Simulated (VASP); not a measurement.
# Sc in VASP: notebook

Sc is run at these levels: PBEsol; tasks: single point.

Everything below comes from runs of VASP 6.6.1. Logs are shortened: lines on timing, memory, paths and dates and some standing lists are left out, and cuts for length are marked.

### Step 1. The cell of the first run

It takes space group P4/nmm (No. 129, tetragonal). Conventional cell: a = 5.336 Å, b = 5.336 Å, c = 3.483 Å, α = 90.00°, β = 90.00°, γ = 90.00°. Within 4.2 Å of Sc (site symmetry -4m2) lie 14 Sc at 3.17 to 3.77 Å. Within 4.2 Å of Sc (site symmetry 4mm) lie 14 Sc at 3.17 to 3.77 Å.

### Step 2. Single point, PBEsol (strained and its atoms moved)

Input file INCAR:

```
PREC = Accurate
ENCUT = 520
EDIFF = 1E-7
ISMEAR = 0
SIGMA = 0.1
LREAL = F
LASPH = T
NELM = 100
ALGO = Normal
ISIF = 2
LWAVE = F
LCHARG = T
GGA = PS
LELF = T
LVHAR = T
NBANDS = 30
```

Input file KPOINTS:

```
regular mesh
0
Gamma
  8 8 12
```

Input file POSCAR:

```
Sc
1.0
    5.3360216375      0.0000000000      0.0000000000
    0.0000000000      5.3360216375      0.0000000000
    0.0000000000      0.0000000000      3.4833675881
Sc
4
Direct
    0.5000000000      0.5000000000      0.0000000000
    0.0000000000      0.0000000000      0.0000000000
    0.5000000000      0.0000000000      0.4914957684
    0.0000000000      0.5000000000      0.5085042316
```

Potentials or basis: VASP PAW PBE potentials, release 64 (Sc_sv).

On the command line:

```
$ cat potpaw_PBE.64/Sc_sv/POTCAR > POTCAR
$ mpirun -np 1 vasp_std > vasp.out
```

OUTCAR:

```text
PREC = Accurate
   ENCUT = 520
   EDIFF = 1E-7
   ISMEAR = 0
   LREAL = F
   LASPH = T
   NELM = 100
   ISIF = 2
   GGA = PS

 ion  position               nearest neighbor table
   1  0.500  0.500  0.000-   3 3.17   4 3.17   3 3.17   4 3.17   4 3.20   3 3.20   4 3.20   3 3.20

   2  0.000  0.000  0.000-   3 3.17   4 3.17   4 3.17   3 3.17   4 3.20   4 3.20   3 3.20   3 3.20

   3  0.500  0.000  0.491-   1 3.17   2 3.17   1 3.17   2 3.17   1 3.20   1 3.20   2 3.20   2 3.20

   4  0.000  0.500  0.509-   1 3.17   2 3.17   2 3.17   1 3.17   1 3.20   2 3.20   2 3.20   1 3.20

  LATTYP: Found a simple tetragonal cell.
 ALAT       =     5.3360216375
 C/A-ratio  =     0.6528023731

  Lattice vectors:

 A1 = (   5.3360216375,   0.0000000000,   0.0000000000)
 A2 = (   0.0000000000,   5.3360216375,   0.0000000000)
 A3 = (   0.0000000000,   0.0000000000,   3.4833675881)

Analysis of symmetry for initial positions (statically):
=====================================================================
 Subroutine PRICEL returns:
 Original cell was already a primitive cell.

 Routine SETGRP: Setting up the symmetry group for a
 simple tetragonal supercell.

 Subroutine GETGRP returns: Found 16 space group operations
 (whereof  8 operations were pure point group operations)
 out of a pool of 16 trial point group operations.

The static configuration has the point symmetry D_2d.
 The point group associated with its full space group is D_4h.

Analysis of symmetry for dynamics (positions and initial velocities):
=====================================================================
 Subroutine PRICEL returns:
 Original cell was already a primitive cell.

 Routine SETGRP: Setting up the symmetry group for a
 simple tetragonal supercell.

 Subroutine GETGRP returns: Found 16 space group operations
 (whereof  8 operations were pure point group operations)
 out of a pool of 16 trial point group operations.

The dynamic configuration has the point symmetry D_2d.
 The point group associated with its full space group is D_4h.

 Subroutine INISYM returns: Found 16 space group operations
 (whereof  8 operations are pure point group operations),
 and found     1 'primitive' translations

----------------------------------------------------------------------------------------

                                     Primitive cell

  volume of cell :      99.1824

  direct lattice vectors                    reciprocal lattice vectors
     5.336021638  0.000000000  0.000000000     0.187405537  0.000000000  0.000000000
     0.000000000  5.336021638  0.000000000     0.000000000  0.187405537  0.000000000
     0.000000000  0.000000000  3.483367588     0.000000000  0.000000000  0.287078517

  length of vectors
     5.336021638  5.336021638  3.483367588     0.187405537  0.187405537  0.287078517

  position of ions in fractional coordinates (direct lattice)
     0.500000000  0.500000000  0.000000000
     0.000000000  0.000000000  0.000000000
     0.500000000  0.000000000  0.491495768
     0.000000000  0.500000000  0.508504232

  ion indices of the primitive-cell ions
   primitive index   ion index
                 1           1
                 2           2
                 3           3
                 4           4

----------------------------------------------------------------------------------------

 KPOINTS: regular mesh

Automatic generation of k-mesh.
 Grid dimensions read from file:
 generate k-points for:    8    8   12

 Generating k-lattice:

  Cartesian coordinates                     Fractional coordinates (reciprocal lattice)
     0.023425692  0.000000000  0.000000000     0.125000000  0.000000000  0.000000000
     0.000000000  0.023425692  0.000000000     0.000000000  0.125000000  0.000000000
     0.000000000  0.000000000  0.023923210     0.000000000  0.000000000  0.083333333

  Length of vectors
     0.023425692  0.023425692  0.023923210

  Shift w.r.t. Gamma in fractional coordinates (k-lattice)
     0.000000000  0.000000000  0.000000000

 Subroutine IBZKPT returns following result:
 ===========================================

 Found    105 irreducible k-points:

 Following reciprocal coordinates:
            Coordinates               Weight
  0.000000  0.000000  0.000000      1.000000
  0.125000  0.000000  0.000000      4.000000
  0.250000  0.000000  0.000000      4.000000
  0.375000  0.000000  0.000000      4.000000
  0.500000  0.000000  0.000000      2.000000
  0.125000  0.125000  0.000000      4.000000
[... 16 lines left out ...]
  0.375000  0.125000  0.083333     16.000000
  0.500000  0.125000  0.083333      8.000000
 [... further k-points ...]
   k-points           NKPTS =    105   k-points in BZ     NKDIM =    105   number of bands    NBANDS=     30
   number of dos      NEDOS =    301   number of ions     NIONS =      4
   total plane-waves  NPLWV =  44800
   dimension x,y,z NGX =    40 NGY =   40 NGZ =   28
   dimension x,y,z NGXF=    80 NGYF=   80 NGZF=   56
   ions per type =               4
   NGX,Y,Z   is equivalent  to a cutoff of  12.46, 12.46, 13.36 a.u.
   NGXF,Y,Z  is equivalent  to a cutoff of  24.92, 24.92, 26.73 a.u.
 SYSTEM =  unknown system
   PREC   = accura    normal or accurate (medium, high low for compatibility)
   ISTART =      0    job   : 0-new  1-cont  2-samecut
   ICHARG =      2    charge: 1-file 2-atom 10-const
   ISPIN  =      1    spin polarized calculation?
   LNONCOLLINEAR =      F non collinear calculations
   LSORBIT =      F    spin-orbit coupling
   LASPH  =      T    aspherical Exc in radial PAW
   ENCUT  =  520.0 eV  38.22 Ry    6.18 a.u.   9.92  9.92  6.48*2*pi/ulx,y,z
   NELM   =    100;   NELMIN=  2; NELMDL= -5     # of ELM steps
   EDIFF  = 0.1E-06   stopping-criterion for ELM
   LREAL  =      F    real-space projection
   EDIFFG = 0.1E-05   stopping-criterion for IOM
   NSW    =      0    number of steps for IOM
   IBRION =     -1    ionic relax: 0-MD 1-quasi-New 2-CG
   NFREE  =      0    steps in history (QN), initial steepest desc. (CG)
   ISIF   =      2    stress and relaxation
   ISYM   =      2    0-nonsym 1-usesym 2-fastsym
   POTIM  = 0.5000    time-step for ionic-motion
   TEBEG  =    0.0;   TEEND  =   0.0 temperature during run
   PSTRESS=    0.0 pullay stress
   NELECT =      44.0000    total number of electrons
   NUPDOWN=      -1.0000    fix difference up-down
   EMIN   =  10.00;   EMAX   =-10.00  energy-range for DOS
   EFERMI =   0.00;   METHOD = LEGACY
   ISMEAR =     0;   SIGMA  =   0.10  broadening in eV -4-tet -1-fermi 0-gaus
   EFERMI_NEDOS =   21; number of points for ismear=-14 and -15
   IALGO  =     38    algorithm
   IMIX   =      4    mixing-type and parameters
     AMIX     =   0.40;   BMIX     =  1.00
     AMIX_MAG =   1.60;   BMIX_MAG =  1.00
  volume/ion in A,a.u.               =      24.80       167.33
  Fermi-wavevector in a.u.,A,eV,Ry     =   1.248574  2.359462 21.210621  1.558937
  Thomas-Fermi vector in A             =   2.382654
   LORBIT       =      0    0 simple, 1 ext, 2 COOP (PROOUT), +10 PAW based schemes
   GGA     = PS    functional components
   LHFCALC =     F    Hartree Fock is set to
   AEXX    =    0.0000 exact exchange contribution
   IVDW    =     0    specifies the selected vdW correction
   LEPSILON=     F    determine dielectric tensor
   LRPA    =     F    only Hartree local field effects (RPA)
 non-spin polarized calculation
 Gauss-broadening in eV      SIGMA  =   0.10
  energy-cutoff  :      520.00
  volume of cell :       99.18
 maximum number of plane-waves:      2704
 NGX is ok and might be reduce to    40
   NGX = 19   NGY = 19   NGZ = 13

 number of electron      44.0000018 magnetization

 Free energy of the ion-electron system (eV)
  ---------------------------------------------------
  ext. energy  EPLUGINS =         0.00000000
  ---------------------------------------------------
  free energy    TOTEN  =       -25.97189114 eV

  energy without entropy =      -25.91805489  energy(sigma->0) =      -25.94497302

 E-fermi :   3.6502     XC(G=0):  -9.9691

 val. band max:        3.6483392983   @ k =   0.1250   0.0000   0.1667
 cond. band min:       3.6508039331   @ k =   0.0000   0.0000   0.3333
 fundamental gap:      0.0024646348
 Fermi energy:         3.6502421093

 k-point     1 :       0.0000    0.0000    0.0000
  band No.  band energies     occupation
      1     -45.7320      2.00000
      2     -45.6725      2.00000
      3     -45.6719      2.00000
      4     -45.6247      2.00000
      5     -24.6294      2.00000
      6     -24.6294      2.00000
[... 22 lines left out ...]
     29       6.0900      0.00000
     30       6.1083      0.00000

 k-point     2 :       0.1250    0.0000    0.0000
  band No.  band energies     occupation
      1     -45.7297      2.00000
      2     -45.6745      2.00000
      3     -45.6704      2.00000
      4     -45.6265      2.00000
      5     -24.6255      2.00000
      6     -24.6149      2.00000
[... 22 lines left out ...]
     29       5.9951      0.00000
     30       6.0959      0.00000

 k-point     3 :       0.2500    0.0000    0.0000
  band No.  band energies     occupation
      1     -45.7233      2.00000
      2     -45.6810      2.00000
      3     -45.6653      2.00000
      4     -45.6317      2.00000
      5     -24.6145      2.00000
      6     -24.5733      2.00000
[... 22 lines left out ...]
     29       5.7251      0.00000
     30       6.0097      0.00000

 k-point     4 :       0.3750    0.0000    0.0000
  band No.  band energies     occupation
      1     -45.7136      2.00000
      2     -45.6908      2.00000
      3     -45.6576      2.00000
      4     -45.6394      2.00000
      5     -24.5979      2.00000
      6     -24.5586      2.00000
[... 22 lines left out ...]
     29       5.8098      0.00000
     30       5.9088      0.00000

 k-point     5 :       0.5000    0.0000    0.0000
  band No.  band energies     occupation
      1     -45.7022      2.00000
      2     -45.7022      2.00000
      3     -45.6485      2.00000
      4     -45.6485      2.00000
      5     -24.5783      2.00000
      6     -24.5783      2.00000
[... 22 lines left out ...]
     29       5.5520      0.00000
     30       5.5520      0.00000
[... 526 lines left out ...]
     29       6.0448      0.00000
     30       6.0489      0.00000

 k-point    22 :       0.2500    0.1250    0.0833
  band No.  band energies     occupation
      1     -45.7190      2.00000
      2     -45.6784      2.00000
      3     -45.6671      2.00000
      4     -45.6345      2.00000
      5     -24.5946      2.00000
      6     -24.5668      2.00000
[... 22 lines left out ...]
     29       5.8571      0.00000
     30       6.0211      0.00000

 k-point    23 :       0.3750    0.1250    0.0833
  band No.  band energies     occupation
      1     -45.7097      2.00000
      2     -45.6877      2.00000
      3     -45.6596      2.00000
      4     -45.6420      2.00000
      5     -24.5792      2.00000
      6     -24.5435      2.00000
[... 22 lines left out ...]
     29       5.7973      0.00000
     30       5.8418      0.00000

 k-point    24 :       0.5000    0.1250    0.0833
  band No.  band energies     occupation
      1     -45.6987      2.00000
      2     -45.6987      2.00000
      3     -45.6508      2.00000
      4     -45.6508      2.00000
      5     -24.5612      2.00000
      6     -24.5612      2.00000
[... 22 lines left out ...]
     29       5.8493      0.00000
     30       5.8564      0.00000

 [... further k-points ...]
[... 5 lines left out ...]
  --------------------------------------------------------------------------------------
  -------------------------------------------------------------------------------------
  Total       -1.3282514     -1.3282514     -1.0957998      0.0000000     -0.0000000      0.0000000
  in kB      -21.4563764    -21.4563764    -17.7013885      0.0000000     -0.0000000      0.0000000
  external PRESSURE =     -20.2047137 kB  Pullay stress =       0.0000000 kB

 VOLUME and BASIS-vectors are now :
 -----------------------------------------------------------------------------
  energy-cutoff  :      520.00
  volume of cell :       99.18
      direct lattice vectors                 reciprocal lattice vectors
     5.336021638  0.000000000  0.000000000     0.187405537  0.000000000  0.000000000
     0.000000000  5.336021638  0.000000000     0.000000000  0.187405537  0.000000000
     0.000000000  0.000000000  3.483367588     0.000000000  0.000000000  0.287078517

 POSITION                                       TOTAL-FORCE (eV/Angst)
 -----------------------------------------------------------------------------------
      2.66801      2.66801      0.00000        -0.000000      0.000000      0.000000
      0.00000      0.00000      0.00000        -0.000000      0.000000      0.000000
      2.66801      0.00000      1.71206        -0.000000      0.000000      0.058829
      0.00000      2.66801      1.77131         0.000000      0.000000     -0.058829
 -----------------------------------------------------------------------------------
    total drift:                                0.000000      0.000000     -0.000000

  FREE ENERGIE OF THE ION-ELECTRON SYSTEM (eV)
  ---------------------------------------------------
  free  energy   TOTEN  =       -25.9718911375 eV

  energy  without entropy=      -25.9180548948  energy(sigma->0) =      -25.94497302
```

Wall time 3 min (1 thread of AMD EPYC 9R45 (Zen 5), shared host); peak memory 0.32 GiB.

Results:

| Property | Result |
| --- | --- |
| Free energy | -25.9719 eV |
| Pressure | -2.0 GPa |
| Largest force | 0.059 eV/Å |
| Band gap on the k mesh | zero (bands 22 and 23 overlap by 0.77 eV) |

Forces in eV/Å, atoms in the order of the input:
```
Sc   0.000  0.000  0.000
Sc   0.000  0.000  0.000
Sc   0.000  0.000  0.059
Sc   0.000  0.000 -0.059
```

Stress tensor (GPa, compression positive):
```
-2.15  0.00  0.00
 0.00 -2.15  0.00
 0.00  0.00 -1.77
```

Caveat: the cell differs from its parent crystal (strained and its atoms moved); the PAW data sets were made with another functional, which shifts forces and pressure a little.

### Step 3. Single point, PBEsol (one atom moved)

Input file INCAR:

```
SYSTEM = Sc
ALGO = Normal ; EDIFF = 1E-6
ENCUT = 520 ; GGA = PS
ISIF = 2 ; ISMEAR = 0
LASPH = .TRUE. ; LCHARG = .FALSE.
LREAL = .FALSE. ; LWAVE = .FALSE.
NBANDS = 30 ; NELM = 100
PREC = Accurate ; SIGMA = 0.1
```

Input file KPOINTS:

```
k-points
0
G
  8 8 10
  0 0 0
```

Input file POSCAR:

```
Sc
1.0
    5.4226760000      0.0000000000      0.0000000000
    0.0000000000      5.4226760000      0.0000000000
    0.0000000000      0.0000000000      3.4352060000
Sc
4
Direct
    0.5000000000      0.5000000000      0.0000000000
    0.0000000000      0.0000000000      0.0000000000
    0.5004499623     -0.0243164076      0.5118588430
    0.0000000000      0.5000000000      0.4673360000
```

Potentials or basis: VASP PAW PBE potentials, release 64 (Sc_sv).

On the command line:

```
$ cat potpaw_PBE.64/Sc_sv/POTCAR > POTCAR
$ mpirun -np 1 vasp_std > vasp.out
```

It took 9.8 min on 1 thread of AMD EPYC 9R45 (Zen 5), shared host; peak memory 0.7 GiB.

It converged, with:

| Quantity | Value |
| --- | --- |
| Free energy | -25.9032 eV |
| Pressure | -2.8 GPa |
| Largest force | 0.486 eV/Å |
| Band gap on the k mesh | zero (bands 22 and 23 overlap by 0.69 eV) |

Forces in eV/Å, atoms in the order of the input:
```
Sc   0.000 -0.466 -0.137
Sc   0.009  0.017 -0.132
Sc  -0.006  0.312 -0.001
Sc  -0.003  0.137  0.270
```

Stress tensor (GPa, compression positive):
```
-3.23  0.00  0.00
 0.00 -2.83 -0.06
 0.00 -0.06 -2.42
```

Levels at points of the mesh, in eV from the Fermi level:
| k point | band 20 | band 21 | band 22 | band 23 | band 24 | band 25 |
| --- | --- | --- | --- | --- | --- | --- |
| (0.00, 0.00, 0.00) | -1.26 | -1.03 | 0.08 | 0.09 | 0.86 | 0.87 |
| (0.50, 0.00, 0.00) | -0.95 | -0.72 | -0.71 | 0.61 | 0.61 | 1.24 |
| (0.00, 0.50, 0.00) | -0.92 | -0.79 | -0.67 | 0.49 | 0.74 | 1.21 |
| (0.50, 0.50, 0.00) | -2.55 | 0.30 | 0.42 | 0.51 | 0.59 | 1.33 |
| (0.00, 0.00, 0.50) | -0.33 | -0.29 | -0.27 | -0.02 | -0.01 | 0.65 |
| (0.50, 0.00, 0.50) | -1.31 | -0.20 | -0.19 | -0.02 | -0.01 | 0.31 |
| (0.00, 0.50, 0.50) | -1.29 | -0.28 | -0.15 | -0.08 | 0.06 | 0.22 |
| (0.50, 0.50, 0.50) | -1.68 | 0.03 | 0.04 | 0.05 | 0.07 | 0.65 |

Caveat: the cell differs from its parent crystal (one atom moved); the PAW data sets were made with another functional, which shifts forces and pressure a little.
